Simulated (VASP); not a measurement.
# Ag in VASP: single point with PBEsol

Aim: the single point of Ag with PBEsol.

Program: VASP 6.6.1. These are calculated values, not measurements. Logs are shortened: lines on timing, memory, paths and dates and some standing lists are left out, and cuts for length are marked.

### 1 The cell of the first run

The cell holds a slab with vacuum, 12 atoms: a = 5.440 Å, b = 5.440 Å, c = 25.002 Å, α = 90.00°, β = 90.00°, γ = 120.00°.

### 2 Single point, PBEsol

File INCAR:

```
SYSTEM = Ag
PREC = Accurate
ENCUT = 400
EDIFF = 1E-6
ISMEAR = 1
SIGMA = 0.1
LREAL = .False.
LASPH = .True.
NELM = 120
ALGO = Normal
ISIF = 2
LWAVE = .False.
LCHARG = .False.
LDIPOL = .True.
IDIPOL = 3
DIPOL = 0.5 0.5 0.379
GGA = PS
NBANDS = 78
GGA_COMPAT = .False.
NELMDL = -8
```

File KPOINTS:

```
regular mesh
0
Gamma
  9 9 1
  0 0 0
```

File POSCAR:

```
Ag
1.0
    0.0000000286      5.4397750101      0.0000000000
   -4.7109833639     -2.7198874803      0.0000000000
    0.0000000000      0.0000000000     25.0021830560
Ag
12
Direct
    0.0000000000      0.0000000000      0.2799755519
    1.0000000000      0.5000000000      0.2799755519
    0.5000000000      1.0000000000      0.2799755519
    0.5000000000      0.5000000000      0.2799755519
    0.3330409708      0.1659622709      0.3799832770
    0.3329213001      0.6669590292      0.3799832770
    0.8333333333      0.1666666667      0.3784514927
    0.8340377291      0.6670786999      0.3799832770
    0.6675693293      0.3340380149      0.4776489748
    0.6659619851      0.8335313144      0.4776489748
    0.1664686856      0.3324306707      0.4776489748
    0.1666666667      0.8333333333      0.4825779873
```

Potentials or basis: VASP PAW PBE potentials, release 64 (Ag).

Started as:

```sh
> cat potpaw_PBE.64/Ag/POTCAR > POTCAR
> mpirun -np 1 vasp_std > vasp.out
```

OUTCAR:

```text
SYSTEM = Ag
   PREC = Accurate
   ENCUT = 400
   EDIFF = 1E-6
   ISMEAR = 1
   LREAL = .False.
   LASPH = .True.
   NELM = 120
   ISIF = 2
   GGA = PS
   NELMDL = -8

 ion  position               nearest neighbor table
   1  0.000  0.000  0.280-   4 2.72   4 2.72   2 2.72   2 2.72   3 2.72   3 2.72   7 2.92   8 2.95
                             5 2.95
   2  0.000  0.500  0.280-   3 2.72   3 2.72   1 2.72   1 2.72   4 2.72   4 2.72   7 2.92   6 2.95
                             8 2.95
   3  0.500  0.000  0.280-   2 2.72   2 2.72   4 2.72   4 2.72   1 2.72   1 2.72   7 2.92   5 2.95
                             6 2.95
   4  0.500  0.500  0.280-   1 2.72   1 2.72   3 2.72   3 2.72   2 2.72   2 2.72   5 2.95   8 2.95
                             6 2.95
   5  0.333  0.166  0.380-   8 2.71   6 2.71   7 2.72   7 2.72   8 2.73   6 2.73  11 2.90   9 2.91
                             3 2.95   1 2.95   4 2.95  12 3.01
   6  0.333  0.667  0.380-   5 2.71   8 2.71   7 2.72   7 2.72   5 2.73   8 2.73  10 2.90  11 2.91
                             2 2.95   3 2.95   4 2.95  12 3.01
   7  0.833  0.167  0.378-   5 2.72   6 2.72   8 2.72   8 2.72   6 2.72   5 2.72   2 2.92   3 2.92
                             1 2.92   9 2.93  10 2.93  11 2.93
   8  0.834  0.667  0.380-   5 2.71   6 2.71   7 2.72   7 2.72   5 2.73   6 2.73   9 2.90  10 2.91
                             1 2.95   2 2.95   4 2.95  12 3.01
   9  0.668  0.334  0.478-  10 2.72  11 2.72  12 2.72  10 2.72  11 2.72  12 2.73   8 2.90   5 2.91
                             7 2.93
  10  0.666  0.834  0.478-  11 2.72   9 2.72  12 2.72  11 2.72   9 2.72  12 2.73   6 2.90   8 2.91
                             7 2.93
  11  0.166  0.332  0.478-  10 2.72   9 2.72  12 2.72  10 2.72   9 2.72  12 2.73   5 2.90   6 2.91
                             7 2.93
  12  0.167  0.833  0.483-  10 2.72   9 2.72  11 2.72  11 2.73   9 2.73  10 2.73   6 3.01   5 3.01
                             8 3.01

  LATTYP: Found a hexagonal cell.
 ALAT       =     5.4397750101
 C/A-ratio  =     4.5961796232

  Lattice vectors:

 A1 = (   0.0000000286,   5.4397750101,   0.0000000000)
 A2 = (  -4.7109833639,  -2.7198874803,   0.0000000000)
 A3 = (   0.0000000000,   0.0000000000,  25.0021830560)

Analysis of symmetry for initial positions (statically):
=====================================================================
 Subroutine PRICEL returns:
 Original cell was already a primitive cell.

 Routine SETGRP: Setting up the symmetry group for a
 hexagonal supercell.

 Subroutine GETGRP returns: Found  3 space group operations
 (whereof  1 operations were pure point group operations)
 out of a pool of 24 trial point group operations.

The static configuration has the point symmetry C_1 .
 The point group associated with its full space group is C_3 .

Analysis of symmetry for dynamics (positions and initial velocities):
=====================================================================
 Subroutine PRICEL returns:
 Original cell was already a primitive cell.

 Routine SETGRP: Setting up the symmetry group for a
 hexagonal supercell.

 Subroutine GETGRP returns: Found  3 space group operations
 (whereof  1 operations were pure point group operations)
 out of a pool of 24 trial point group operations.

The dynamic configuration has the point symmetry C_1 .
 The point group associated with its full space group is C_3 .

 Subroutine INISYM returns: Found  3 space group operations
 (whereof  1 operations are pure point group operations),
 and found     1 'primitive' translations

----------------------------------------------------------------------------------------

                                     Primitive cell

  volume of cell :     640.7232

  direct lattice vectors                    reciprocal lattice vectors
     0.000000029  5.439775010  0.000000000    -0.106134953  0.183831133  0.000000000
    -4.710983364 -2.719887480  0.000000000    -0.212269908  0.000000001  0.000000000
     0.000000000  0.000000000 25.002183056     0.000000000  0.000000000  0.039996507

  length of vectors
     5.439775010  5.439775010 25.002183056     0.212269908  0.212269908  0.039996507

[... 48 lines left out ...]
     0.000000000  0.000000000  0.000000000

 Subroutine IBZKPT returns following result:
 ===========================================

 Found     15 irreducible k-points:

 Following reciprocal coordinates:
            Coordinates               Weight
  0.000000  0.000000  0.000000      1.000000
  0.111111  0.000000  0.000000      6.000000
  0.222222  0.000000  0.000000      6.000000
  0.333333 -0.000000  0.000000      6.000000
  0.444444  0.000000  0.000000      6.000000
  0.111111  0.111111  0.000000      6.000000
  0.222222  0.111111  0.000000      6.000000
 -0.222222  0.333333  0.000000      6.000000
  0.333333  0.111111  0.000000      6.000000
 -0.333333  0.444444  0.000000      6.000000
  0.444444  0.111111  0.000000      6.000000
  0.222222  0.222222  0.000000      6.000000
  0.333333  0.222222  0.000000      6.000000
 -0.333333 -0.444444  0.000000      6.000000
  0.333333  0.333333  0.000000      2.000000
   k-points           NKPTS =     15   k-points in BZ     NKDIM =     15   number of bands    NBANDS=     78
   number of dos      NEDOS =    301   number of ions     NIONS =     12
   total plane-waves  NPLWV = 217728
   dimension x,y,z NGX =    36 NGY =   36 NGZ =  168
   dimension x,y,z NGXF=    72 NGYF=   72 NGZF=  336
   ions per type =              12
   NGX,Y,Z   is equivalent  to a cutoff of  11.00, 11.00, 11.17 a.u.
   NGXF,Y,Z  is equivalent  to a cutoff of  22.00, 22.00, 22.34 a.u.
 SYSTEM =  Ag
   PREC   = accura    normal or accurate (medium, high low for compatibility)
   ISTART =      0    job   : 0-new  1-cont  2-samecut
   ICHARG =      2    charge: 1-file 2-atom 10-const
   ISPIN  =      1    spin polarized calculation?
   LNONCOLLINEAR =      F non collinear calculations
   LSORBIT =      F    spin-orbit coupling
   LASPH  =      T    aspherical Exc in radial PAW
   ENCUT  =  400.0 eV  29.40 Ry    5.42 a.u.   8.87  8.87 40.77*2*pi/ulx,y,z
   NELM   =    120;   NELMIN=  2; NELMDL= -8     # of ELM steps
   EDIFF  = 0.1E-05   stopping-criterion for ELM
   LREAL  =      F    real-space projection
   EDIFFG = 0.1E-04   stopping-criterion for IOM
   NSW    =      0    number of steps for IOM
   IBRION =     -1    ionic relax: 0-MD 1-quasi-New 2-CG
   NFREE  =      0    steps in history (QN), initial steepest desc. (CG)
   ISIF   =      2    stress and relaxation
   ISYM   =      2    0-nonsym 1-usesym 2-fastsym
   POTIM  = 0.5000    time-step for ionic-motion
   TEBEG  =    0.0;   TEEND  =   0.0 temperature during run
   PSTRESS=    0.0 pullay stress
   NELECT =     132.0000    total number of electrons
   NUPDOWN=      -1.0000    fix difference up-down
   EMIN   =  10.00;   EMAX   =-10.00  energy-range for DOS
   EFERMI =   0.00;   METHOD = LEGACY
   ISMEAR =     1;   SIGMA  =   0.10  broadening in eV -4-tet -1-fermi 0-gaus
   EFERMI_NEDOS =   21; number of points for ismear=-14 and -15
   IALGO  =     38    algorithm
   IMIX   =      4    mixing-type and parameters
     AMIX     =   0.40;   BMIX     =  1.00
     AMIX_MAG =   1.60;   BMIX_MAG =  1.00
  volume/ion in A,a.u.               =      53.39       360.32
  Fermi-wavevector in a.u.,A,eV,Ry     =   0.966888  1.827153 12.719701  0.934872
  Thomas-Fermi vector in A             =   2.096727
   LORBIT       =      0    0 simple, 1 ext, 2 COOP (PROOUT), +10 PAW based schemes
   GGA     = PS    functional components
   LHFCALC =     F    Hartree Fock is set to
   AEXX    =    0.0000 exact exchange contribution
   IVDW    =     0    specifies the selected vdW correction
   LEPSILON=     F    determine dielectric tensor
   LRPA    =     F    only Hartree local field effects (RPA)
 non-spin polarized calculation
 Methfessel and Paxton  Order N= 1 SIGMA  =   0.10
  energy-cutoff  :      400.00
  volume of cell :      640.72
 maximum number of plane-waves:     11685
   NGX = 17   NGY = 17   NGZ = 81

 dipolmoment           0.000000      0.000000      0.000385 electrons x Angstroem

 number of electron     132.0000088 magnetization

 dipolmoment           0.000000      0.000000     -0.000497 electrons x Angstroem

 Free energy of the ion-electron system (eV)
  ---------------------------------------------------
  ext. energy  EPLUGINS =         0.00000000
  ---------------------------------------------------
  free energy    TOTEN  =       -35.74284135 eV

  energy without entropy =      -35.74434640  energy(sigma->0) =      -35.74334303

 E-fermi :  -0.5168     XC(G=0):  -4.4972

 val. band max:       -0.6685506469   @ k =   0.1111   0.0000   0.0000
 cond. band min:      -0.4976131983   @ k =  -0.3333   0.4444   0.0000
 fundamental gap:      0.1709374485
 Fermi energy:        -0.5168020872

 k-point     1 :       0.0000    0.0000    0.0000
  band No.  band energies     occupation
      1      -8.6100      2.00000
      2      -7.6584      2.00000
      3      -7.6578      2.00000
      4      -7.6578      2.00000
      5      -7.6191      2.00000
      6      -7.5899      2.00000
[... 1204 lines left out ...]
     77       5.4077      0.00000
     78       5.5060      0.00000

------------------------ aborting loop because EDIFF is reached ----------------------------------------

 vacuum level on the upper side and lower side of the slab       (xc-potential included)        -0.162        -0.160

  FORCE on cell =-STRESS in cart. coord.  units (eV):
  Direction    XX          YY          ZZ          XY          YZ          ZX
  --------------------------------------------------------------------------------------
  -------------------------------------------------------------------------------------
  Total        9.4476672      9.4476672     -0.5885527     -0.0000003      0.0000000     -0.0000000
  in kB       23.6246144     23.6246144     -1.4717211     -0.0000007      0.0000000     -0.0000000
  external PRESSURE =      15.2591693 kB  Pullay stress =       0.0000000 kB

 VOLUME and BASIS-vectors are now :
 -----------------------------------------------------------------------------
  energy-cutoff  :      400.00
  volume of cell :      640.72
      direct lattice vectors                 reciprocal lattice vectors
     0.000000029  5.439775010  0.000000000    -0.106134953  0.183831133  0.000000000
    -4.710983364 -2.719887480  0.000000000    -0.212269908  0.000000001  0.000000000
     0.000000000  0.000000000 25.002183056     0.000000000  0.000000000  0.039996507

 POSITION                                       TOTAL-FORCE (eV/Angst)
 -----------------------------------------------------------------------------------
      0.00000      0.00000      7.00000         0.008919      0.015735      0.013083
     -2.35549     -1.35994      7.00000        -0.018086     -0.000144      0.013083
      0.00000      2.71989      7.00000         0.009167     -0.015591      0.013083
     -2.35549      1.35994      7.00000        -0.000000     -0.000000      0.027328
     -0.78185      1.36027      9.50041        -0.009453      0.000163     -0.036431
     -3.14203     -0.00304      9.50041         0.004867      0.008105     -0.036431
     -0.78516      4.07983      9.46211         0.000000     -0.000000     -0.007989
     -3.14260      2.72260      9.50041         0.004586     -0.008268     -0.036431
     -1.57365      2.72288     11.94227         0.022577     -0.009437      0.043011
     -3.92675      1.35557     11.94227        -0.003116      0.024271      0.043011
     -1.56608      0.00138     11.94227        -0.019461     -0.014834      0.043011
     -3.92582     -1.35994     12.06550         0.000000      0.000000     -0.078327
 -----------------------------------------------------------------------------------
    total drift:                               -0.000000     -0.000000      0.000800

  FREE ENERGIE OF THE ION-ELECTRON SYSTEM (eV)
  ---------------------------------------------------
  free  energy   TOTEN  =       -35.7428413507 eV

  energy  without entropy=      -35.7443463998  energy(sigma->0) =      -35.74334303

 vacuum level on the upper side and lower side of the slab         4.107         4.109
```

Wall time 10 min (1 thread of Intel Xeon 6975P-C (Granite Rapids), shared host); peak memory 0.69 GiB.

What came out:

```yaml
Free_energy: -35.7428 eV
Largest_force: 0.078 eV/Å
Band_gap_on_the_k_mesh: zero (bands 66 and 67 overlap by 1.02 eV)
```

Forces on the atoms (eV/Å):
```
Ag   0.009  0.016  0.013
Ag  -0.018  0.000  0.013
Ag   0.009 -0.016  0.013
Ag   0.000  0.000  0.027
Ag  -0.009  0.000 -0.036
Ag   0.005  0.008 -0.036
Ag   0.000  0.000 -0.008
Ag   0.005 -0.008 -0.036
Ag   0.023 -0.009  0.043
Ag  -0.003  0.024  0.043
Ag  -0.019 -0.015  0.043
Ag   0.000  0.000 -0.078
```

Caveat: the PAW data sets were made with another functional, which shifts forces and pressure a little.
